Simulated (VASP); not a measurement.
Mn, 2 atoms in the cell. Symmetry: Fd-3m, No. 227, cubic system. The conventional cell has a = 4.895 Å, b = 4.895 Å, c = 4.895 Å, α = 90.00°, β = 90.00°, γ = 90.00°. Mn (site symmetry -43m) has 4 Mn at 2.12 Å within 2.8 Å. 

- Program: VASP 6.6.1
- Task: single point
- Functional: r2SCAN
- Potentials or basis: VASP PAW PBE potentials, release 64 (Mn_pv)
- Cutoff: 520 eV
- k mesh: 6 × 6 × 6
- Occupations: fermi-dirac, width 0.1 eV
- Spin: no spin polarisation
- Dipole correction: no
- Further INCAR settings: ALGO = Normal; EDIFF = 1e-06; NBANDS = 20

Potentials or basis: VASP PAW PBE potentials, release 64 (Mn_pv).

Command:

```sh
$ cat potpaw_PBE.64/Mn_pv/POTCAR > POTCAR
$ cp INCAR.step1 INCAR
$ mpirun -np 1 vasp_std > vasp.out
$ cp INCAR.step2 INCAR
$ mpirun -np 1 vasp_std > vasp.out
```

Hardware: 1 thread of Intel Xeon 6975P-C, with other jobs on the host.

Task: Estimate the wall time of this run.

Result: Wall time 38 s on 1 thread of Intel Xeon 6975P-C (shared host), peak memory 0.16 GiB. Counts: k points 16.
